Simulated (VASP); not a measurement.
Set up this calculation in VASP 6.6.1, as the native input.

| Item | Value |
| --- | --- |
| Task | single point |
| Functional | PBE |
| Potentials or basis | VASP PAW PBE potentials, release 64 (Ru_pv) |
| Cutoff | 520 eV |
| k mesh | 16 × 16 × 16 |
| Occupations | fermi-dirac, width 0.05 eV |
| Spin | collinear spin, ferromagnetic start |
| Starting moments | [1.0, 1.0] μB |
| Dipole correction | no |
| Further INCAR settings | ALGO = Normal; EDIFF = 1e-06; NBANDS = 25 |

The structure of Ru lies in POSCAR:

```
Ru
1.0
    0.0000000000      2.7271721137      2.7271721137
    2.7271721137      0.0000000000      2.7271721137
    2.7271721137      2.7271721137      0.0000000000
Ru
2
Direct
    0.1250000000      0.1250000000      0.1250000000
    0.8750000000      0.8750000000      0.8750000000
```

This isn't the form of Ru at room conditions, which is hcp.

The input as run:

INCAR

```
SYSTEM = Ru
  PREC = Accurate
  ENCUT = 520
  EDIFF = 1E-6
  ISMEAR = -1
  SIGMA = 0.05
  LREAL = .False.
  LASPH = .True.
  NELM = 150
  ALGO = Normal
  ISIF = 2
  LWAVE = .False.
  LCHARG = .True.
  ISPIN = 2
  MAGMOM = 1 1
  LORBIT = 11
  LMAXMIX = 4
  GGA = PE
  LELF = .True.
  LVHAR = .True.
  NBANDS = 25
```

KPOINTS

```
regular mesh
0
Gamma
  16 16 16
  0 0 0
```

Potentials or basis: VASP PAW PBE potentials, release 64 (Ru_pv).

The run is started by

```console
$ cat potpaw_PBE.64/Ru_pv/POTCAR > POTCAR
$ mpirun -np 1 vasp_std > vasp.out
```

Results of the run:

| Property | Result |
| --- | --- |
| Pressure | 0.3 GPa |
| Band gap on the k mesh | zero (filled and empty bands overlap) |
| Net moment | 0.00 μB per cell |
| Valence electrons inside the program's atomic spheres | Ru 12.75 |

Caveat: an empty level that is flat over the whole mesh can mark a ghost state of the potentials, or a narrow d or f band.

Run time: 5.9 min on 1 thread of Intel Xeon 8259CL, with other jobs on the host, peak memory 0.33 GiB.
